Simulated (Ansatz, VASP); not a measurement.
## InSb: VASP beside Ansatz

```
In Sb
1.0
     0.00000    3.12953    3.52072
     3.12953    0.00000    3.52072
     3.12953    3.12953    0.00000
In Sb
1 1
Direct
  0.00000 0.00000 0.00000
  0.75000 0.75000 0.75000
```

Change from the starting cell: strain -0.040 along x and y, +0.080 along z, atoms carried along.

Alike in both runs: task single point; functional PBEsol; k mesh 16 × 16 × 16; occupations gaussian, width 0.15 eV; no spin polarisation.

|  | VASP | Ansatz |
| --- | --- | --- |
| version | VASP 6.6.1 | Ansatz 0.2.0 |
| potentials or method | VASP PAW PBE potentials, release 64 (In_d, Sb), cutoff 520 eV | scalar-relativistic, plane waves, PAW |
| valence electrons in the cell | 18 | 28 |

|  | VASP | Ansatz | Ansatz less VASP |
| --- | --- | --- | --- |
| gap on the k mesh at the Fermi level (eV) | none | none | - |
| pressure (GPa) | 0.1 | 0.0 | -0.02 |
| traceless stress, the component that is largest in VASP (GPa) | -2.64 | -2.64 | +0.002 |

VASP's potentials were made for PBE, not for PBEsol. A gap of «none» marks a metal or a gap that the smearing closes. VASP's potentials hold 18 valence electrons a cell and Ansatz's 28, so a difference there can come from the potentials and not from the codes.

Spin-orbit coupling is off throughout.
